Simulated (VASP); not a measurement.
# Zn7Se8 (a cell with a defect) in VASP: single point with PBE

Aim: the single point of Zn7Se8 (a cell with a defect) with PBE.

All numbers are computed with VASP 6.6.1; they aren't measurements. Logs are shortened: lines on timing, memory, paths and dates and some standing lists are left out, and cuts for length are marked.

### Step 1. The cell of the first run

The cell holds a defect, 15 atoms: a = 8.106 Å, b = 8.106 Å, c = 8.106 Å, α = 60.00°, β = 60.00°, γ = 60.00°.

### Step 2. Single point, PBE

The input, INCAR:

```
SYSTEM = Zn7Se8
  ALGO = Normal
  EDIFF = 1E-6
  ENCUT = 520
  GGA = PE
  ISIF = 2
  ISMEAR = 0
  LASPH = .True.
  LCHARG = .False.
  LREAL = Auto
  LWAVE = .False.
  NBANDS = 79
  NELECT = 134.0
  NELM = 80
  PREC = Accurate
  SIGMA = 0.02
```

The input, KPOINTS:

```
k-points
0
Gamma
  2 2 2
  0 0 0
```

The input, POSCAR:

```
Zn7Se8
1.0
    0.0000000000      5.7317611763     -5.7317611763
    5.7317611763      5.7317611763      0.0000000000
    5.7317611763      0.0000000000     -5.7317611763
Zn Se
7 8
Direct
    0.5443921866      0.2037515109      0.0443938594
    0.9664081998      0.5231474075     -0.0123621689
    1.0473573157     -0.0157705454     -0.0141326544
    0.4876387752      0.5231470586      0.4664077790
    0.4858675919     -0.0157708944      0.5473577673
    1.0059706472      0.4885441689      0.5059707498
    1.0053109023      0.0014152718      0.5053111794
    0.3820471462      0.3577722339      0.3545589109
    0.3818144079      0.9058920706      0.3555010297
    0.8652845692      0.3854320569      0.3652837994
    0.8823868170      0.8680734153      0.3823869196
    0.3337973166      0.4131504135      0.8337968650
    0.4016642406      0.8475511018      0.9016646614
    0.8545586338      0.3577725828      0.8820470436
    0.8555007526      0.9058922450      0.8818143053
```

Potentials or basis: VASP PAW PBE potentials, release 64 (Zn, Se).

Started as:

```bash
$ cat potpaw_PBE.64/Zn/POTCAR potpaw_PBE.64/Se/POTCAR > POTCAR
$ mpirun -np 1 vasp_std > vasp.out
```

OUTCAR:

```text
SYSTEM = Zn7Se8
   EDIFF = 1E-6
   ENCUT = 520
   GGA = PE
   ISIF = 2
   ISMEAR = 0
   LASPH = .True.
   LREAL = Auto
   NELECT = 134.0
   NELM = 80
   PREC = Accurate

 ion  position               nearest neighbor table
   1  0.544  0.204  0.044-  12 2.41   9 2.77  15 2.77   8 2.79  14 2.79
   2  0.966  0.523  0.988-  12 2.44  10 2.51  15 2.55  14 2.55
   3  0.047  0.984  0.986-  13 2.36  14 2.52  15 2.52  11 2.63
   4  0.488  0.523  0.466-  12 2.44  10 2.51   9 2.55   8 2.55
   5  0.486  0.984  0.547-  13 2.36   8 2.52   9 2.52  11 2.63
   6  0.006  0.489  0.506-  14 2.50   8 2.50  11 2.51  10 2.55
   7  0.005  0.001  0.505-  15 2.50   9 2.50  11 2.51  10 2.55
   8  0.382  0.358  0.355-   6 2.50   5 2.52   4 2.55   1 2.79
   9  0.382  0.906  0.356-   7 2.50   5 2.52   4 2.55   1 2.77
  10  0.865  0.385  0.365-   4 2.51   2 2.51   7 2.55   6 2.55
  11  0.882  0.868  0.382-   7 2.51   6 2.51   5 2.63   3 2.63
  12  0.334  0.413  0.834-   1 2.41   2 2.44   4 2.44
  13  0.402  0.848  0.902-   5 2.36   3 2.36
  14  0.855  0.358  0.882-   6 2.50   3 2.52   2 2.55   1 2.79
  15  0.856  0.906  0.882-   7 2.50   3 2.52   2 2.55   1 2.77

  LATTYP: Found a face centered cubic cell.
 ALAT       =    11.4635223526

  Lattice vectors:

 A1 = (   0.0000000000,   5.7317611763,  -5.7317611763)
 A2 = (   5.7317611763,   5.7317611763,   0.0000000000)
 A3 = (   5.7317611763,   0.0000000000,  -5.7317611763)

Analysis of symmetry for initial positions (statically):
=====================================================================
 Subroutine PRICEL returns:
 Original cell was already a primitive cell.

 Routine SETGRP: Setting up the symmetry group for a
 face centered cubic supercell.

 Subroutine GETGRP returns: Found  2 space group operations
 (whereof  1 operations were pure point group operations)
 out of a pool of 48 trial point group operations.

The static configuration has the point symmetry C_1 .
 The point group associated with its full space group is C_1h.

Analysis of symmetry for dynamics (positions and initial velocities):
=====================================================================
 Subroutine PRICEL returns:
 Original cell was already a primitive cell.

 Routine SETGRP: Setting up the symmetry group for a
 face centered cubic supercell.

 Subroutine GETGRP returns: Found  2 space group operations
 (whereof  1 operations were pure point group operations)
 out of a pool of 48 trial point group operations.

The dynamic configuration has the point symmetry C_1 .
 The point group associated with its full space group is C_1h.

 Subroutine INISYM returns: Found  2 space group operations
 (whereof  1 operations are pure point group operations),
 and found     1 'primitive' translations

----------------------------------------------------------------------------------------

                                     Primitive cell

  volume of cell :     376.6121

  direct lattice vectors                    reciprocal lattice vectors
     0.000000000  5.731761176 -5.731761176    -0.087233223  0.087233223 -0.087233223
     5.731761176  5.731761176  0.000000000     0.087233223  0.087233223  0.087233223
     5.731761176  0.000000000 -5.731761176     0.087233223 -0.087233223 -0.087233223

  length of vectors
     8.105934392  8.105934392  8.105934392     0.151092374  0.151092374  0.151092374

  position of ions in fractional coordinates (direct lattice)
     0.544392187  0.203751511  0.044393859
     0.966408200  0.523147407  0.987637831
     0.047357316  0.984229455  0.985867346
     0.487638775  0.523147059  0.466407779
     0.485867592  0.984229106  0.547357767
     0.005970647  0.488544169  0.505970750
     0.005310902  0.001415272  0.505311179
     0.382047146  0.357772234  0.354558911
     0.381814408  0.905892071  0.355501030
     0.865284569  0.385432057  0.365283799
     0.882386817  0.868073415  0.382386920
     0.333797317  0.413150413  0.833796865
     0.401664241  0.847551102  0.901664661
     0.854558634  0.357772583  0.882047044
     0.855500753  0.905892245  0.881814305

  ion indices of the primitive-cell ions
   primitive index   ion index
                 1           1
                 2           2
                 3           3
                 4           4
                 5           5
                 6           6
                 7           7
                 8           8
                 9           9
                10          10
                11          11
                12          12
                13          13
                14          14
                15          15

----------------------------------------------------------------------------------------

 KPOINTS: k-points

Automatic generation of k-mesh.
 Grid dimensions read from file:
 generate k-points for:    2    2    2

 Generating k-lattice:

  Cartesian coordinates                     Fractional coordinates (reciprocal lattice)
    -0.043616611  0.043616611 -0.043616611     0.500000000  0.000000000  0.000000000
     0.043616611  0.043616611  0.043616611     0.000000000  0.500000000  0.000000000
     0.043616611 -0.043616611 -0.043616611     0.000000000  0.000000000  0.500000000

  Length of vectors
     0.075546187  0.075546187  0.075546187

  Shift w.r.t. Gamma in fractional coordinates (k-lattice)
     0.000000000  0.000000000  0.000000000

 Subroutine IBZKPT returns following result:
 ===========================================

 Found      6 irreducible k-points:

 Following reciprocal coordinates:
            Coordinates               Weight
  0.000000  0.000000  0.000000      1.000000
  0.500000  0.000000  0.000000      2.000000
  0.000000  0.500000  0.000000      1.000000
  0.500000  0.500000  0.500000      1.000000
  0.500000  0.500000  0.000000      2.000000
  0.500000  0.000000  0.500000      1.000000
   k-points           NKPTS =      6   k-points in BZ     NKDIM =      6   number of bands    NBANDS=     79
   number of dos      NEDOS =    301   number of ions     NIONS =     15
   total plane-waves  NPLWV = 216000
   dimension x,y,z NGX =    60 NGY =   60 NGZ =   60
   dimension x,y,z NGXF=   120 NGYF=  120 NGZF=  120
   ions per type =               7   8
   NGX,Y,Z   is equivalent  to a cutoff of  12.31, 12.31, 12.31 a.u.
   NGXF,Y,Z  is equivalent  to a cutoff of  24.61, 24.61, 24.61 a.u.
 SYSTEM =  Zn7Se8
   PREC   = accura    normal or accurate (medium, high low for compatibility)
   ISTART =      0    job   : 0-new  1-cont  2-samecut
   ICHARG =      2    charge: 1-file 2-atom 10-const
   ISPIN  =      1    spin polarized calculation?
   LNONCOLLINEAR =      F non collinear calculations
   LSORBIT =      F    spin-orbit coupling
   LASPH  =      T    aspherical Exc in radial PAW
   ENCUT  =  520.0 eV  38.22 Ry    6.18 a.u.  15.07 15.07 15.07*2*pi/ulx,y,z
   NELM   =     80;   NELMIN=  2; NELMDL= -5     # of ELM steps
   EDIFF  = 0.1E-05   stopping-criterion for ELM
   LREAL  =      T    real-space projection
   EDIFFG = 0.1E-04   stopping-criterion for IOM
   NSW    =      0    number of steps for IOM
   IBRION =     -1    ionic relax: 0-MD 1-quasi-New 2-CG
   NFREE  =      0    steps in history (QN), initial steepest desc. (CG)
   ISIF   =      2    stress and relaxation
   ISYM   =      2    0-nonsym 1-usesym 2-fastsym
   POTIM  = 0.5000    time-step for ionic-motion
   TEBEG  =    0.0;   TEEND  =   0.0 temperature during run
   PSTRESS=    0.0 pullay stress
   NELECT =     134.0000    total number of electrons
   NUPDOWN=      -1.0000    fix difference up-down
   EMIN   =  10.00;   EMAX   =-10.00  energy-range for DOS
   EFERMI =   0.00;   METHOD = LEGACY
   ISMEAR =     0;   SIGMA  =   0.02  broadening in eV -4-tet -1-fermi 0-gaus
   EFERMI_NEDOS =   21; number of points for ismear=-14 and -15
   IALGO  =     38    algorithm
   IMIX   =      4    mixing-type and parameters
     AMIX     =   0.40;   BMIX     =  1.00
     AMIX_MAG =   1.60;   BMIX_MAG =  1.00
  volume/ion in A,a.u.               =      25.11       169.43
  Fermi-wavevector in a.u.,A,eV,Ry     =   1.160054  2.192185 18.309716  1.345726
  Thomas-Fermi vector in A             =   2.296641
   LORBIT       =      0    0 simple, 1 ext, 2 COOP (PROOUT), +10 PAW based schemes
   GGA     = PE    functional components
   LHFCALC =     F    Hartree Fock is set to
   AEXX    =    0.0000 exact exchange contribution
   IVDW    =     0    specifies the selected vdW correction
   LEPSILON=     F    determine dielectric tensor
   LRPA    =     F    only Hartree local field effects (RPA)
 non-spin polarized calculation
 Gauss-broadening in eV      SIGMA  =   0.02
  energy-cutoff  :      520.00
  volume of cell :      376.61
 maximum number of plane-waves:     10190
   NGX = 31   NGY = 31   NGZ = 31

 number of electron     134.0000001 magnetization

 Free energy of the ion-electron system (eV)
  ---------------------------------------------------
  ext. energy  EPLUGINS =         0.00000000
  ---------------------------------------------------
  free energy    TOTEN  =       -40.08401794 eV

  energy without entropy =      -40.08401794  energy(sigma->0) =      -40.08401794

 E-fermi :   1.6809     XC(G=0):  -9.0581

 val. band max:        1.5911530131   @ k =   0.5000   0.0000   0.0000
 cond. band min:       1.7701387092   @ k =   0.0000   0.0000   0.0000
 fundamental gap:      0.1789856961
 Fermi energy:         1.6809329855

 k-point     1 :       0.0000    0.0000    0.0000
  band No.  band energies     occupation
      1     -11.8804      2.00000
      2     -11.2640      2.00000
      3     -11.1425      2.00000
      4     -11.0561      2.00000
      5     -11.0263      2.00000
      6     -10.7973      2.00000
[... 71 lines left out ...]
     78       5.9231      0.00000
     79       6.5700      0.00000
[... 408 lines left out ...]
     78       6.6228      0.00000
     79       6.8787      0.00000

------------------------ aborting loop because EDIFF is reached ----------------------------------------

  FORCE on cell =-STRESS in cart. coord.  units (eV):
  Direction    XX          YY          ZZ          XY          YZ          ZX
  --------------------------------------------------------------------------------------
  -------------------------------------------------------------------------------------
  Total        9.9450813      9.9450813     12.9226434     -1.4088957     -0.0253224     -0.0253224
  in kB       42.3082112     42.3082112     54.9753103     -5.9937021     -0.1077260     -0.1077262
  external PRESSURE =      46.5305776 kB  Pullay stress =       0.0000000 kB

 VOLUME and BASIS-vectors are now :
 -----------------------------------------------------------------------------
  energy-cutoff  :      520.00
  volume of cell :      376.61
      direct lattice vectors                 reciprocal lattice vectors
     0.000000000  5.731761176 -5.731761176    -0.087233223  0.087233223 -0.087233223
     5.731761176  5.731761176  0.000000000     0.087233223  0.087233223  0.087233223
     5.731761176  0.000000000 -5.731761176     0.087233223 -0.087233223 -0.087233223

 POSITION                                       TOTAL-FORCE (eV/Angst)
 -----------------------------------------------------------------------------------
      1.42231      4.28818     -3.37478         0.000096      0.000096     -0.014416
      8.65946      8.53778    -11.20013         0.004628     -0.001462      0.011832
     11.29212      5.91281     -5.92220         0.004155     -0.006436     -0.017312
      5.67189      5.79358     -5.46837        -0.001462      0.004628      0.011832
      8.77869      8.42624     -5.92220        -0.006436      0.004155     -0.017312
      5.70032      2.83444     -2.93433        -0.007545     -0.007545      0.008655
      2.90443      0.03855     -2.92676         0.007639      0.007639      0.005362
      4.08291      4.24047     -4.22205         0.002399      0.010061      0.008394
      7.23000      7.38083     -4.22612        -0.009598     -0.001863      0.010546
      4.30292      7.16881     -7.05332        -0.000525     -0.000525     -0.006322
      7.16734     10.03322     -7.24938         0.001060      0.001060      0.016545
      7.14720      4.28133     -6.69237        -0.005584     -0.005584      0.000848
     10.02609      7.16020     -7.47037         0.002975      0.002975     -0.037591
      7.10635      6.94879     -9.95381         0.010061      0.002399      0.008394
     10.24671     10.09588     -9.95787        -0.001863     -0.009598      0.010546
 -----------------------------------------------------------------------------------
    total drift:                               -0.007883     -0.001421      0.024679

  FREE ENERGIE OF THE ION-ELECTRON SYSTEM (eV)
  ---------------------------------------------------
  free  energy   TOTEN  =       -40.0840179432 eV

  energy  without entropy=      -40.0840179431  energy(sigma->0) =      -40.08401794
```

It took 5.2 min on 1 thread of Intel Xeon Platinum 8259CL at 2.50GHz (Skylake/Cascade Lake), shared host; peak memory 0.52 GiB.

Results:

| Quantity | Value |
| --- | --- |
| Free energy | -40.0840 eV |
| Largest force | 0.038 eV/Å |

Forces in eV/Å, atoms in the order of the input:
```
Zn   0.000  0.000 -0.014
Zn   0.005 -0.001  0.012
Zn   0.004 -0.006 -0.017
Zn  -0.001  0.005  0.012
Zn  -0.006  0.004 -0.017
Zn  -0.008 -0.008  0.009
Zn   0.008  0.008  0.005
Se   0.002  0.010  0.008
Se  -0.010 -0.002  0.011
Se  -0.001 -0.001 -0.006
Se   0.001  0.001  0.017
Se  -0.006 -0.006  0.001
Se   0.003  0.003 -0.038
Se   0.010  0.002  0.008
Se  -0.002 -0.010  0.011
```

Caveat: the k points lie up to 0.47 Å⁻¹ apart; the cell carries a net charge on a neutralising background, which shifts energy and pressure; the cell is charged against a uniform background, so pressure and absolute levels hang on convention.
